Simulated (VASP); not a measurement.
Write the native input for VASP 6.6.1 that does the following.

```
Task                   : single point
Functional             : PBEsol
Potentials or basis    : VASP PAW PBE potentials, release 64 (Al)
Cutoff                 : 520 eV
k mesh                 : 13 × 13 × 7
Occupations            : fermi-dirac, width 0.1 eV
Spin                   : no spin polarisation
Dipole correction      : no
Further INCAR settings : ALGO = Normal; EDIFF = 1e-07; NBANDS = 10
```

The structure of Al lies in POSCAR:

```
Al
1.0
    1.4227496827     -2.4642747368      0.0000000000
    1.4227496826      2.4642747368      0.0000000000
    0.0000000000      0.0000000000      4.6540446341
Al
2
Direct
    0.6666666670      0.3333333330      0.2500000000
    0.3333333330      0.6666666670      0.7500000000
```

These files were run (other wordings do the same):

INCAR

```
SYSTEM = Al
ALGO     = Normal         ! electronic algorithm
EDIFF    = 1E-7           ! SCF threshold, eV
ENCUT    = 520            ! plane-wave cutoff, eV
GGA      = PS             ! functional
ISIF     = 2              ! what is computed and relaxed
ISMEAR   = -1             ! smearing method
LASPH    = .True.         ! aspherical terms in the spheres
LCHARG   = .False.        ! write CHGCAR
LREAL    = .False.        ! projectors in reciprocal space
LWAVE    = .False.        ! write WAVECAR
NBANDS   = 10             ! bands
NELM     = 100            ! most SCF steps
PREC     = Accurate       ! precision mode
SIGMA    = 0.1            ! smearing width, eV
```

KPOINTS

```
k-points
0
Gamma
  13 13 7
  0 0 0
```

Potentials or basis: VASP PAW PBE potentials, release 64 (Al).

Run with:

```sh
$ cat potpaw_PBE.64/Al/POTCAR > POTCAR
$ mpirun -np 1 vasp_std > vasp.out
```

It gave:

```yaml
Pressure: 0.0 GPa
Band_gap_on_the_k_mesh: zero (band 3 reaches 11.37 eV, above the bottom of band 4 at 5.25 eV)
```

Caveat: the PAW data sets were made with another functional, which shifts forces and pressure a little.

Run time: 19 s on 1 thread of Intel(R) Xeon(R) Platinum 8375C CPU @ 2.90GHz (Ice Lake), with other jobs on the host, peak memory 0.16 GiB.
